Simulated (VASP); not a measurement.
V3H, 4 atoms in the cell. Symmetry: Pm-3m, No. 221, cubic system. Conventional cell: a = 3.588 Å, b = 3.588 Å, c = 3.588 Å, α = 90.00°, β = 90.00°, γ = 90.00°. Within 3.3 Å of V (site symmetry 4/mmm) lie 8 V at 2.54 Å and 4 H at 2.54 Å. Within 3.3 Å of H (site symmetry m-3m) lie 12 V at 2.54 Å. 

```yaml
Program: VASP 6.6.1
Task: relaxation of cell and atoms
Functional: PBE
Potentials_or_basis: VASP PAW PBE potentials, release 64 (V_sv, H)
Cutoff: 600 eV
k_mesh: 14 × 14 × 14
Occupations: gaussian, width 0.1 eV
Spin: no spin polarisation
Dipole_correction: no
Further_INCAR_settings: ALGO = Normal; EDIFF = 1e-06; IBRION = 2; EDIFFG = -0.01; NSW = 100; ISIF = 3
```

Potentials or basis: VASP PAW PBE potentials, release 64 (V_sv, H).

Run with:

```console
$ cat potpaw_PBE.64/V_sv/POTCAR potpaw_PBE.64/H/POTCAR > POTCAR
$ mpirun -np 1 vasp_std > vasp.out
```

Hardware: 1 thread of Intel(R) Xeon(R) Platinum 8488C (Sapphire Rapids), with other jobs on the host.

Estimate the wall time of this run.

It took 3.7 min on 1 thread of Intel(R) Xeon(R) Platinum 8488C (Sapphire Rapids), with other jobs on the host, peak memory 0.27 GiB. Counts: scf iterations 26, k points 120, ion steps 3.
